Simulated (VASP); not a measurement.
Set up this calculation in VASP 6.6.1, as the native input.

```yaml
Task: relaxation of cell and atoms
Functional: PBEsol
Potentials_or_basis: VASP PAW PBE potentials, release 64 (Na_pv)
Cutoff: 600 eV
k_mesh: 9 × 9 × 9
Occupations: fermi-dirac, width 0.05 eV
Spin: no spin polarisation
Target_pressure: 10 GPa
Dipole_correction: no
Further_INCAR_settings: ALGO = Normal; EDIFF = 1e-06; IBRION = 2; EDIFFG = -0.01; NSW = 60; ISIF = 3
```

The structure of Na lies in POSCAR:

```
Na
1.0
   -2.1410000000      2.1410000000      2.1410000000
    2.1410000000     -2.1410000000      2.1410000000
    2.1410000000      2.1410000000     -2.1410000000
Na
1
Direct
    0.0000000000      0.0000000000      0.0000000000
```

The input as run:

INCAR

```
SYSTEM = Na
PREC = Accurate ; ENCUT = 600
EDIFF = 1E-6 ; ISMEAR = -1
SIGMA = 0.05 ; LREAL = .FALSE.
LASPH = .TRUE. ; NELM = 80
ALGO = Normal ; ISIF = 3
LWAVE = .FALSE. ; LCHARG = .FALSE.
GGA = PS ; IBRION = 2
NSW = 60 ; EDIFFG = -0.01
PSTRESS = 100.0
```

KPOINTS

```
Automatic mesh
0
G
  9 9 9
  0 0 0
```

Potentials or basis: VASP PAW PBE potentials, release 64 (Na_pv).

Command:

```bash
$ cat potpaw_PBE.64/Na_pv/POTCAR > POTCAR
$ mpirun -np 1 vasp_std > vasp.out
```

It gave:

* Relaxed volume: 22.04 Å³/atom
* Relaxed cell: a = 3.059 Å, b = 3.059 Å, c = 3.059 Å, α = 109.47°, β = 109.47°, γ = 109.47°
* Space group after relaxing (to 0.05 Å): Im-3m (No. 229)
* Energy change on relaxing (the enthalpy is what falls): +287.4 meV/atom
* Ionic steps: 15
* Pressure after relaxing: 9.9 GPa

Caveat: the cell is relaxed towards a set pressure, so the enthalpy falls and the energy may rise; the volume moved by over 15 % at a fixed basis, so the end points are rough; the PAW data sets were made with another functional, which shifts forces and pressure a little.

It took 72 s on 1 thread of Intel(R) Xeon(R) Platinum 8259CL CPU @ 2.50GHz (Skylake/Cascade Lake), with other jobs on the host, peak memory 0.16 GiB.
